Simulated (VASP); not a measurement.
Write the native input for VASP 6.6.1 that does the following.

* Task: single point
* Functional: PBE
* Potentials or basis: VASP PAW PBE potentials, release 64 (Ta_pv)
* Cutoff: 520 eV
* k mesh: 8 × 8 × 8
* Occupations: gaussian, width 0.1 eV
* Spin: no spin polarisation
* Dipole correction: no
* Further INCAR settings: ALGO = Normal; EDIFF = 1e-06; NBANDS = 12

The structure of Ta lies in POSCAR:

```
Ta
1.0
   -1.6549986157      1.6549986157      1.6549986157
    1.6549986157     -1.6549986157      1.6549986157
    1.6549986157      1.6549986157     -1.6549986157
Ta
1
Direct
    0.0000000000      0.0000000000      0.0000000000
```

The input as run:

INCAR

```
SYSTEM = Ta
PREC = Accurate
ENCUT = 520
EDIFF = 1E-6
ISMEAR = 0
SIGMA = 0.1
LREAL = .False.
LASPH = .True.
NELM = 100
ALGO = Normal
ISIF = 2
LWAVE = .False.
LCHARG = .False.
GGA = PE
NBANDS = 12
```

KPOINTS

```
Automatic mesh
0
Gamma
  8 8 8
  0 0 0
```

Potentials or basis: VASP PAW PBE potentials, release 64 (Ta_pv).

Run with:

```sh
$ cat potpaw_PBE.64/Ta_pv/POTCAR > POTCAR
$ mpirun -np 1 vasp_std > vasp.out
```

Results of the run:

* Pressure: -0.3 GPa
* Band gap on the k mesh: zero (an odd number of electrons rules out a gap without spin polarisation)

Caveat: spin-orbit coupling is left out, which moves the levels of the heavy elements.

Wall time 6.6 s on 1 thread of Intel(R) Xeon(R) Platinum 8488C (Sapphire Rapids), on a shared host, peak memory 0.13 GiB.
